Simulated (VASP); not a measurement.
Input of a VASP 6.6.1 run:

INCAR

```
ALGO = Fast ; EDIFF = 1E-6
ENCUT = 520 ; GGA = PE
ISIF = 2 ; ISMEAR = 0
LASPH = True ; LCHARG = False
LREAL = False ; LWAVE = False
NBANDS = 13 ; NELM = 100
PREC = Accurate ; SIGMA = 0.15
```

KPOINTS

```
k-points
0
Gamma
  22 22 22
```

File POSCAR:

```
Mo
1.0
    0.0000000000      2.2756532620      1.6710121903
    2.2756532620      0.0000000000      1.6710121903
    2.2756532620      2.2756532620      0.0000000000
Mo
1
Direct
    0.0000000000      0.0000000000      0.0000000000
```

Potentials or basis: VASP PAW PBE potentials, release 64 (Mo_sv).

Run with:

```bash
$ cat potpaw_PBE.64/Mo_sv/POTCAR > POTCAR
$ mpirun -np 1 vasp_std > vasp.out
```

Question: What does it give for the pressure?

Answer: -19.0 GPa.

Question: What does it give for the band gap on the k mesh?

Answer: Zero (band 7 reaches 14.38 eV, above the bottom of band 8 at 10.03 eV).

Stress tensor (GPa, compression positive):
```
-16.04   0.00   0.00
  0.00 -16.04   0.00
  0.00   0.00 -24.84
```
